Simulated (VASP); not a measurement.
A run of VASP 6.6.1 is set up as follows.

Contents of INCAR:

```
PREC = Accurate ; ENCUT = 520
EDIFF = 1E-6 ; ISMEAR = 0
SIGMA = 0.05 ; LREAL = F
LASPH = T ; NELM = 100
ALGO = Normal ; ISIF = 2
LWAVE = F ; LCHARG = F
GGA = PE ; NBANDS = 11
```

The input KPOINTS:

```
Automatic mesh
0
Gamma
  12 12 12
```

Contents of POSCAR:

```
SiC
1.0
    0.0000000000      2.2845260536      2.2845260536
    2.2845260536      0.0000000000      2.2845260536
    2.1672537162      2.1672537162      0.1172723374
Si C
1 1
Direct
    0.0000000000      0.0000000000      0.0000000000
    0.7500000000      0.7500000000      0.7500000000
```

Potentials or basis: VASP PAW PBE potentials, release 64 (Si, C).

Command:

```sh
$ cat potpaw_PBE.64/Si/POTCAR potpaw_PBE.64/C/POTCAR > POTCAR
$ mpirun -np 1 vasp_std > vasp.out
```

Q: Predict the largest force.

A: 0.811 eV/Å.

Q: Estimate the band gap on the k mesh.

A: 1.12 eV, indirect (least direct gap 3.93 eV).

Q: Predict the pressure.

A: -7.3 GPa.

Stress tensor (GPa, compression positive):
```
 -7.27  13.18 -13.18
 13.18  -7.27 -13.18
-13.18 -13.18  -7.27
```

A k mesh can miss the band edges.
